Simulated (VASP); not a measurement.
# BeS in VASP: settings compared

Aim: see how the results for BeS move with the level of theory and the settings. Levels: PBE, r2SCAN, HSE06. Tasks: single point.

Everything below comes from runs of VASP 6.6.1. Logs are shortened: lines on timing, memory, paths and dates and some standing lists are left out, and cuts for length are marked.

### Step 1. The cell of the first run

The structure is tetragonal, space group I-4m2 (No. 119). The conventional cell has a = 3.443 Å, b = 3.443 Å, c = 4.817 Å, α = 90.00°, β = 90.00°, γ = 90.00°. Be (site symmetry -4m2) has 4 S at 2.10 Å within 2.8 Å. Within 2.8 Å of S (site symmetry -4m2) lie 4 Be at 2.10 Å.

### Step 2. Single point, PBE (uniaxial x strain -1.1%)

The input, INCAR:

```
PREC     = Accurate       # precision mode
ENCUT    = 520            # plane-wave cutoff, eV
EDIFF    = 1E-7           # SCF threshold, eV
ISMEAR   = -1             # smearing method
SIGMA    = 0.02           # smearing width, eV
LREAL    = F              # projectors in reciprocal space
LASPH    = T              # aspherical terms in the spheres
NELM     = 80             # most SCF steps
ALGO     = Normal         # electronic algorithm
ISIF     = 2              # what is computed and relaxed
LWAVE    = F              # write WAVECAR
LCHARG   = T              # write CHGCAR
GGA      = PE             # functional
LELF     = T              # ELF
LVHAR    = T            
NBANDS   = 11             # bands
```

The input, KPOINTS:

```
Automatic mesh
0
Gamma
  10 10 10
```

The input, POSCAR:

```
BeS
1.0
    0.0000000000      2.4343062304      2.4343062304
    2.4087460149      0.0000000000      2.4343062304
    2.4087460149      2.4343062304      0.0000000000
Be S
1 1
Direct
    0.0000000000      0.0000000000      0.0000000000
    0.2500000000      0.2500000000      0.2500000000
```

Potentials or basis: VASP PAW PBE potentials, release 64 (Be, S).

Command:

```sh
$ cat potpaw_PBE.64/Be/POTCAR potpaw_PBE.64/S/POTCAR > POTCAR
$ mpirun -np 1 vasp_std > vasp.out
```

OUTCAR:

```text
PREC = Accurate
   ENCUT = 520
   EDIFF = 1E-7
   ISMEAR = -1
   LREAL = F
   LASPH = T
   NELM = 80
   ISIF = 2
   GGA = PE

 ion  position               nearest neighbor table
   1  0.000  0.000  0.000-   2 2.10   2 2.10   2 2.10   2 2.10
   2  0.250  0.250  0.250-   1 2.10   1 2.10   1 2.10   1 2.10

  LATTYP: Found a body centered tetragonal cell.
 ALAT       =     3.4426288860
 C/A-ratio  =     1.3993643199

  Lattice vectors:

 A1 = (  -2.4087460149,   0.0000000000,  -2.4343062304)
 A2 = (  -2.4087460149,   0.0000000000,   2.4343062304)
 A3 = (   2.4087460149,   2.4343062304,   0.0000000000)

Analysis of symmetry for initial positions (statically):
=====================================================================
 Subroutine PRICEL returns:
 Original cell was already a primitive cell.

 Routine SETGRP: Setting up the symmetry group for a
 body centered tetragonal supercell.

 Subroutine GETGRP returns: Found  8 space group operations
 (whereof  8 operations were pure point group operations)
 out of a pool of 16 trial point group operations.

The static configuration has the point symmetry D_2d.

Analysis of symmetry for dynamics (positions and initial velocities):
=====================================================================
 Subroutine PRICEL returns:
 Original cell was already a primitive cell.

 Routine SETGRP: Setting up the symmetry group for a
 body centered tetragonal supercell.

 Subroutine GETGRP returns: Found  8 space group operations
 (whereof  8 operations were pure point group operations)
 out of a pool of 16 trial point group operations.

The dynamic configuration has the point symmetry D_2d.

 Subroutine INISYM returns: Found  8 space group operations
 (whereof  8 operations are pure point group operations),
 and found     1 'primitive' translations

----------------------------------------------------------------------------------------

                                     Primitive cell

  volume of cell :      28.5477

  direct lattice vectors                    reciprocal lattice vectors
     0.000000000  2.434306230  2.434306230    -0.207576887  0.205397330  0.205397330
     2.408746015  0.000000000  2.434306230     0.207576887 -0.205397330  0.205397330
     2.408746015  2.434306230  0.000000000     0.207576887  0.205397330 -0.205397330

  length of vectors
     3.442628886  3.424602778  3.424602778     0.357021415  0.357021415  0.357021415

  position of ions in fractional coordinates (direct lattice)
     0.000000000  0.000000000  0.000000000
     0.250000000  0.250000000  0.250000000

  ion indices of the primitive-cell ions
   primitive index   ion index
                 1           1
                 2           2

----------------------------------------------------------------------------------------

 KPOINTS: Automatic mesh

Automatic generation of k-mesh.
 Grid dimensions read from file:
 generate k-points for:   10   10   10

 Generating k-lattice:

  Cartesian coordinates                     Fractional coordinates (reciprocal lattice)
    -0.020757689  0.020539733  0.020539733     0.100000000  0.000000000  0.000000000
     0.020757689 -0.020539733  0.020539733     0.000000000  0.100000000 -0.000000000
     0.020757689  0.020539733 -0.020539733     0.000000000 -0.000000000  0.100000000

  Length of vectors
     0.035702141  0.035702141  0.035702141

  Shift w.r.t. Gamma in fractional coordinates (k-lattice)
     0.000000000  0.000000000  0.000000000

 Subroutine IBZKPT returns following result:
 ===========================================

 Found    102 irreducible k-points:

 Following reciprocal coordinates:
            Coordinates               Weight
  0.000000  0.000000  0.000000      1.000000
  0.100000  0.000000  0.000000      8.000000
  0.200000  0.000000  0.000000      8.000000
  0.300000 -0.000000 -0.000000      8.000000
  0.400000  0.000000  0.000000      8.000000
  0.500000  0.000000  0.000000      4.000000
[... 16 lines left out ...]
  0.300000  0.300000  0.000000      4.000000
  0.400000  0.300000 -0.000000     16.000000
 [... further k-points ...]
   k-points           NKPTS =    102   k-points in BZ     NKDIM =    102   number of bands    NBANDS=     11
   number of dos      NEDOS =    301   number of ions     NIONS =      2
   total plane-waves  NPLWV =  21952
   dimension x,y,z NGX =    28 NGY =   28 NGZ =   28
   dimension x,y,z NGXF=    56 NGYF=   56 NGZF=   56
   ions per type =               1   1
   NGX,Y,Z   is equivalent  to a cutoff of  13.52, 13.59, 13.59 a.u.
   NGXF,Y,Z  is equivalent  to a cutoff of  27.04, 27.18, 27.18 a.u.
 SYSTEM =  unknown system
   PREC   = accura    normal or accurate (medium, high low for compatibility)
   ISTART =      0    job   : 0-new  1-cont  2-samecut
   ICHARG =      2    charge: 1-file 2-atom 10-const
   ISPIN  =      1    spin polarized calculation?
   LNONCOLLINEAR =      F non collinear calculations
   LSORBIT =      F    spin-orbit coupling
   LASPH  =      T    aspherical Exc in radial PAW
   ENCUT  =  520.0 eV  38.22 Ry    6.18 a.u.   6.40  6.37  6.37*2*pi/ulx,y,z
   NELM   =     80;   NELMIN=  2; NELMDL= -5     # of ELM steps
   EDIFF  = 0.1E-06   stopping-criterion for ELM
   LREAL  =      F    real-space projection
   EDIFFG = 0.1E-05   stopping-criterion for IOM
   NSW    =      0    number of steps for IOM
   IBRION =     -1    ionic relax: 0-MD 1-quasi-New 2-CG
   NFREE  =      0    steps in history (QN), initial steepest desc. (CG)
   ISIF   =      2    stress and relaxation
   ISYM   =      2    0-nonsym 1-usesym 2-fastsym
   POTIM  = 0.5000    time-step for ionic-motion
   TEBEG  =    0.0;   TEEND  =   0.0 temperature during run
   PSTRESS=    0.0 pullay stress
   NELECT =       8.0000    total number of electrons
   NUPDOWN=      -1.0000    fix difference up-down
   EMIN   =  10.00;   EMAX   =-10.00  energy-range for DOS
   EFERMI =   0.00;   METHOD = LEGACY
   ISMEAR =    -1;   SIGMA  =   0.02  broadening in eV -4-tet -1-fermi 0-gaus
   EFERMI_NEDOS =   21; number of points for ismear=-14 and -15
   IALGO  =     38    algorithm
   IMIX   =      4    mixing-type and parameters
     AMIX     =   0.40;   BMIX     =  1.00
     AMIX_MAG =   1.60;   BMIX_MAG =  1.00
  volume/ion in A,a.u.               =      14.27        96.32
  Fermi-wavevector in a.u.,A,eV,Ry     =   1.071308  2.024479 15.615418  1.147701
  Thomas-Fermi vector in A             =   2.207044
   LORBIT       =      0    0 simple, 1 ext, 2 COOP (PROOUT), +10 PAW based schemes
   GGA     = PE    functional components
   LHFCALC =     F    Hartree Fock is set to
   AEXX    =    0.0000 exact exchange contribution
   IVDW    =     0    specifies the selected vdW correction
   LEPSILON=     F    determine dielectric tensor
   LRPA    =     F    only Hartree local field effects (RPA)
 non-spin polarized calculation
  energy-cutoff  :      520.00
  volume of cell :       28.55
 maximum number of plane-waves:       785
 NGX is ok and might be reduce to    28
   NGX = 13   NGY = 13   NGZ = 13

 number of electron       7.9999999 magnetization

 Free energy of the ion-electron system (eV)
  ---------------------------------------------------
  ext. energy  EPLUGINS =         0.00000000
  ---------------------------------------------------
  free energy    TOTEN  =       -10.01079382 eV

  energy without entropy =      -10.01079382  energy(sigma->0) =      -10.01079382

 E-fermi :   4.6201     XC(G=0):  -9.7270

 val. band max:        4.2019990975   @ k =   0.0000   0.0000   0.0000
 cond. band min:       7.2242008955   @ k =   0.0000   0.5000   0.5000
 fundamental gap:      3.0222017980
 Fermi energy:         4.6201033545

 k-point     1 :       0.0000    0.0000    0.0000
  band No.  band energies     occupation
      1      -9.5212      2.00000
      2       4.1470      2.00000
      3       4.1470      2.00000
      4       4.2020      2.00000
      5       9.8267      0.00000
      6       9.8411      0.00000
      7       9.8411      0.00000
      8      10.0428      0.00000
      9      16.8618      0.00000
     10      17.0898      0.00000
     11      19.0309      0.00000

 k-point     2 :       0.1000    0.0000    0.0000
  band No.  band energies     occupation
      1      -9.4070      2.00000
      2       3.3421      2.00000
      3       4.0106      2.00000
      4       4.0554      2.00000
      5       9.7792      0.00000
      6      10.0733      0.00000
      7      10.0797      0.00000
      8      10.9326      0.00000
      9      16.3697      0.00000
     10      16.5612      0.00000
     11      18.9456      0.00000

 k-point     3 :       0.2000    0.0000    0.0000
  band No.  band energies     occupation
      1      -9.0814      2.00000
      2       1.7069      2.00000
      3       3.7005      2.00000
      4       3.7616      2.00000
      5       9.7393      0.00000
      6      10.5523      0.00000
      7      10.5664      0.00000
      8      12.6032      0.00000
      9      15.9126      0.00000
     10      16.0285      0.00000
     11      18.5942      0.00000

 k-point     4 :       0.3000   -0.0000   -0.0000
  band No.  band energies     occupation
      1      -8.6063      2.00000
      2       0.0792      2.00000
      3       3.3828      2.00000
      4       3.4612      2.00000
      5       9.6921      0.00000
      6      10.7901      0.00000
      7      10.8501      0.00000
      8      14.1608      0.00000
      9      16.4042      0.00000
     10      16.4202      0.00000
     11      18.3708      0.00000

 k-point     5 :       0.4000    0.0000    0.0000
  band No.  band energies     occupation
      1      -8.1296      2.00000
      2      -1.1436      2.00000
      3       3.1623      2.00000
      4       3.2531      2.00000
      5       9.6504      0.00000
      6      10.7392      0.00000
      7      10.8318      0.00000
      8      15.1098      0.00000
      9      17.7798      0.00000
     10      17.8491      0.00000
     11      18.7601      0.00000
[... 211 lines left out ...]
 k-point    21 :      -0.3000    0.2000    0.0000
  band No.  band energies     occupation
      1      -7.9945      2.00000
      2      -0.5052      2.00000
      3       1.3586      2.00000
      4       3.0844      2.00000
      5      10.0869      0.00000
      6      11.8122      0.00000
      7      11.9860      0.00000
      8      13.8870      0.00000
      9      15.5219      0.00000
     10      17.9395      0.00000
     11      20.8080      0.00000

 k-point    22 :      -0.2000    0.2000    0.0000
  band No.  band energies     occupation
      1      -8.4430      2.00000
      2       0.4061      2.00000
      3       1.8132      2.00000
      4       3.5025      2.00000
      5      10.4765      0.00000
      6      11.2312      0.00000
      7      11.5726      0.00000
      8      12.8898      0.00000
      9      14.8155      0.00000
     10      18.6597      0.00000
     11      19.7022      0.00000

 k-point    23 :       0.3000    0.3000    0.0000
  band No.  band energies     occupation
      1      -8.3113      2.00000
      2       0.7200      2.00000
      3       2.2148      2.00000
      4       2.2351      2.00000
      5       8.2723      0.00000
      6      10.1570      0.00000
      7      13.7487      0.00000
      8      13.9340      0.00000
      9      16.3619      0.00000
     10      18.8439      0.00000
     11      21.5628      0.00000

 k-point    24 :       0.4000    0.3000   -0.0000
  band No.  band energies     occupation
      1      -7.9394      2.00000
      2      -0.0076      2.00000
      3       1.7321      2.00000
      4       2.0051      2.00000
      5       8.2548      0.00000
      6      10.0472      0.00000
      7      14.2518      0.00000
      8      14.4916      0.00000
      9      17.8829      0.00000
     10      19.5362      0.00000
     11      20.9618      0.00000

 [... further k-points ...]

------------------------ aborting loop because EDIFF is reached ----------------------------------------

  FORCE on cell =-STRESS in cart. coord.  units (eV):
  Direction    XX          YY          ZZ          XY          YZ          ZX
  --------------------------------------------------------------------------------------
  -------------------------------------------------------------------------------------
  Total        0.3790342      0.1996921      0.1996921      0.0000000      0.0000000     -0.0000000
  in kB       21.2724536     11.2072766     11.2072766      0.0000000      0.0000000     -0.0000000
  external PRESSURE =      14.5623356 kB  Pullay stress =       0.0000000 kB

 VOLUME and BASIS-vectors are now :
 -----------------------------------------------------------------------------
  energy-cutoff  :      520.00
  volume of cell :       28.55
      direct lattice vectors                 reciprocal lattice vectors
     0.000000000  2.434306230  2.434306230    -0.207576887  0.205397330  0.205397330
     2.408746015  0.000000000  2.434306230     0.207576887 -0.205397330  0.205397330
     2.408746015  2.434306230  0.000000000     0.207576887  0.205397330 -0.205397330

 POSITION                                       TOTAL-FORCE (eV/Angst)
 -----------------------------------------------------------------------------------
      0.00000      0.00000      0.00000         0.000000     -0.000000     -0.000000
      1.20437      1.21715      1.21715         0.000000      0.000000      0.000000
 -----------------------------------------------------------------------------------
    total drift:                               -0.000000      0.000000      0.000000

  FREE ENERGIE OF THE ION-ELECTRON SYSTEM (eV)
  ---------------------------------------------------
  free  energy   TOTEN  =       -10.0107938162 eV

  energy  without entropy=      -10.0107938162  energy(sigma->0) =      -10.01079382
```

Run time: 33 s. Hardware: 1 thread of Intel Xeon Platinum 8375C at 2.90GHz (Ice Lake), shared host; peak memory 0.17 GiB.

Results:

- Free energy: -10.0108 eV
- Pressure: 1.5 GPa
- Band gap on the k mesh: 3.02 eV (least direct gap 5.62 eV)

Caveat: the cell differs from its parent crystal (uniaxial x strain -1.1%).

### Step 3. Single point, r2SCAN (uniaxial x strain -1.1%)

POSCAR is that of step 2.

The input, INCAR.step1:

```
SYSTEM = BeS
PREC = Accurate
ENCUT = 520
ISMEAR = 0
SIGMA = 0.01
LREAL = .False.
LASPH = .True.
NELM = 60
NBANDS = 11
GGA = PE
ALGO = Normal
EDIFF = 1E-4
LWAVE = .True.
LCHARG = .False.
```

The input, INCAR.step2:

```
SYSTEM = BeS
PREC = Accurate
ENCUT = 520
EDIFF = 1E-6
ISMEAR = 0
SIGMA = 0.01
LREAL = .False.
LASPH = .True.
NELM = 60
ALGO = Normal
ISIF = 2
LWAVE = .False.
LCHARG = .True.
METAGGA = R2SCAN
LMIXTAU = .True.
LELF = .True.
LVHAR = .True.
NBANDS = 11
ISTART = 1
```

The input, KPOINTS:

```
regular mesh
0
Gamma
  10 10 10
  0 0 0
```

Potentials or basis: VASP PAW PBE potentials, release 64 (Be, S).

Command:

```sh
$ cat potpaw_PBE.64/Be/POTCAR potpaw_PBE.64/S/POTCAR > POTCAR
$ cp INCAR.step1 INCAR
$ mpirun -np 1 vasp_std > vasp.out
$ cp INCAR.step2 INCAR
$ mpirun -np 1 vasp_std > vasp.out
```

Wall time 1.9 min (1 thread of Intel Xeon Platinum 8375C at 2.90GHz (Ice Lake), shared host); peak memory 0.17 GiB.

It converged, with:

| Item | Value |
| --- | --- |
| Free energy | -14.7844 eV |
| Pressure | 1.3 GPa |
| Band gap on the k mesh | 3.48 eV (least direct gap 6.21 eV) |

Stress tensor (GPa, compression positive):
```
2.02 0.00 0.00
0.00 0.98 0.00
0.00 0.00 0.98
```

Levels at points of the mesh, in eV from the valence-band top:
```csv
k point,band 2,band 3,band 4,band 5,band 6,band 7
"(0.00, 0.00, 0.00)",-0.06,-0.06,0.00,6.21,6.22,6.22
"(0.50, 0.00, 0.00)",-5.99,-1.15,-1.04,6.05,7.05,7.16
"(0.50, 0.50, 0.00)",-5.25,-2.73,-2.71,3.57,5.38,13.77
"(0.00, 0.50, 0.50)",-5.17,-2.81,-2.81,3.48,5.28,13.82
```

Caveat: the cell differs from its parent crystal (uniaxial x strain -1.1%); the PAW data sets were made with another functional, which shifts forces and pressure a little. A k mesh can miss the band edges.

### Step 4. Single point, HSE06 (strain +5.7%)

The input, POSCAR:

```
BeS
1.0
    0.0000000000      2.5723313936      2.5723313936
    2.5723313936      0.0000000000      2.5723313936
    2.5723313936      2.5723313936      0.0000000000
Be S
1 1
Direct
    0.0000000000      0.0000000000      0.0000000000
    0.2500000000      0.2500000000      0.2500000000
```

The input, INCAR.step1:

```
PREC     = Accurate       # precision mode
ENCUT    = 520            # plane-wave cutoff, eV
EDIFF    = 1E-5           # SCF threshold, eV
ISMEAR   = 0              # smearing method
SIGMA    = 0.01           # smearing width, eV
LREAL    = False          # projectors in reciprocal space
LASPH    = True           # aspherical terms in the spheres
NELM     = 100            # most SCF steps
ALGO     = Normal         # electronic algorithm
ISIF     = 2              # what is computed and relaxed
LWAVE    = True           # write WAVECAR
GGA      = PE             # functional
NBANDS   = 11             # bands
```

The input, INCAR.step2:

```
PREC     = Accurate       # precision mode
ENCUT    = 520            # plane-wave cutoff, eV
EDIFF    = 1E-6           # SCF threshold, eV
ISMEAR   = 0              # smearing method
SIGMA    = 0.01           # smearing width, eV
LREAL    = False          # projectors in reciprocal space
LASPH    = True           # aspherical terms in the spheres
NELM     = 100            # most SCF steps
ALGO     = Normal         # electronic algorithm
ISIF     = 2              # what is computed and relaxed
LWAVE    = False          # write WAVECAR
LCHARG   = True           # write CHGCAR
GGA      = PE             # functional
LHFCALC  = True           # exact exchange
HFSCREEN = 0.2079         # screening, 1/A
PRECFOCK = Normal       
LELF     = True           # ELF
LVHAR    = True         
ISTART   = 1            
NBANDS   = 11             # bands
```

The input, KPOINTS:

```
Automatic mesh
0
Gamma
  6 6 6
```

Command:

```sh
$ cat potpaw_PBE.64/Be/POTCAR potpaw_PBE.64/S/POTCAR > POTCAR
$ cp INCAR.step1 INCAR
$ mpirun -np 1 vasp_std > vasp.out
$ cp INCAR.step2 INCAR
$ mpirun -np 1 vasp_std > vasp.out
```

Run time: 9.6 min. Hardware: 1 thread of Intel Xeon Platinum 8375C at 2.90GHz (Ice Lake), shared host; peak memory 0.26 GiB.

Results (log left out):

```yaml
Free_energy: -11.1423 eV
Pressure: -12.5 GPa
Band_gap_on_the_k_mesh: 4.38 eV (least direct gap 5.59 eV)
```

Levels at points of the mesh, in eV from the valence-band top:
| k point | band 1 | band 2 | band 3 | band 4 | band 5 | band 6 | band 7 | band 8 |
| --- | --- | --- | --- | --- | --- | --- | --- | --- |
| (0.00, 0.00, 0.00) | -13.94 | 0.00 | 0.00 | 0.00 | 5.59 | 6.86 | 6.86 | 6.86 |
| (0.50, 0.00, 0.00) | -12.64 | -5.22 | -0.89 | -0.89 | 5.91 | 7.73 | 7.73 | 11.62 |
| (0.50, 0.50, 0.00) | -12.20 | -4.64 | -2.28 | -2.28 | 4.38 | 6.01 | 13.02 | 13.02 |

Caveat: the cell differs from its parent crystal (strain +5.7%); the cell stands under tension; the PAW data sets were made with another functional, which shifts forces and pressure a little. A k mesh can miss the band edges.

[end of part 1 of 2]
